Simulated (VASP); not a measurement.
Mg2GeN3:

```
Mg Ge N
1.0
     3.48022    0.00000    0.00000
    -1.74011    3.01396    0.00000
     0.00000    0.00000    8.55063
Mg Ge N
2 1 3
Direct
  0.33333 0.66667 0.65956
  0.66667 0.33333 0.34044
  0.00000 0.00000 0.00000
  0.33333 0.66667 0.18925
  0.66667 0.33333 0.81075
  0.00000 0.00000 0.50000
```

* Program: VASP 6.6.1
* Task: relaxation of cell and atoms
* Functional: PBE
* Potentials or basis: VASP PAW PBE potentials, release 64 (Mg, Ge_d, N)
* Cutoff: 600 eV
* k mesh: 5 × 5 × 2
* Occupations: gaussian, width 0.2 eV
* Spin: no spin polarisation

At the start: pressure -23.8 GPa; volume 14.95 Å³/atom.

Problem. How do energy, volume and symmetry change on relaxing?

Solution. Over 11 steps the energy falls by 797.9 meV/atom and the volume is 10.05 Å³/atom (-32.8 %); space group P-3m1 (No. 164, to 0.05 Å).

The path:
| step | energy change (eV) | largest force (eV/Å) | pressure (GPa) | volume (Å³) |
| --- | --- | --- | --- | --- |
| 1 | 0.0000 | 1.6378 | -23.82 | 89.69 |
| 2 | -3.5797 | 3.3400 | -8.10 | 63.81 |
| 3 | -3.7841 | 3.5159 | 3.93 | 58.63 |
| 4 | -4.4406 | 0.7714 | 14.92 | 55.75 |
| 5 | -4.4484 | 0.6988 | 13.41 | 56.00 |
| 6 | -4.7312 | 0.2707 | -3.75 | 61.97 |
| 7 | -4.7409 | 0.3044 | -1.50 | 60.97 |
| 8 | -4.7791 | 0.2130 | -0.53 | 60.54 |
| 9 | -4.7856 | 0.1517 | 0.10 | 60.26 |
| 10 | -4.7856 | 0.1488 | 0.16 | 60.25 |
| 11 | -4.7877 | 0.0606 | -0.15 | 60.31 |

Final structure:
```
CELL_PARAMETERS angstrom
3.00096 0.00000 0.00000
-1.50048 2.59890 0.00000
0.00000 0.00000 7.73323
ATOMIC_POSITIONS crystal
Mg 0.33333 0.66667 0.66569
Mg 0.66667 0.33333 0.33431
Ge 0.00000 0.00000 0.00000
N 0.33333 0.66667 0.14391
N 0.66667 0.33333 0.85609
N 0.00000 0.00000 0.50000
```

Caveat: the k points lie up to 0.48 Å⁻¹ apart in the final cell; the volume moved by over 15 % at a fixed basis, so the end points are rough; the relaxation stopped at a loose force limit of 0.08 eV/Å, so its end isn't a converged minimum.
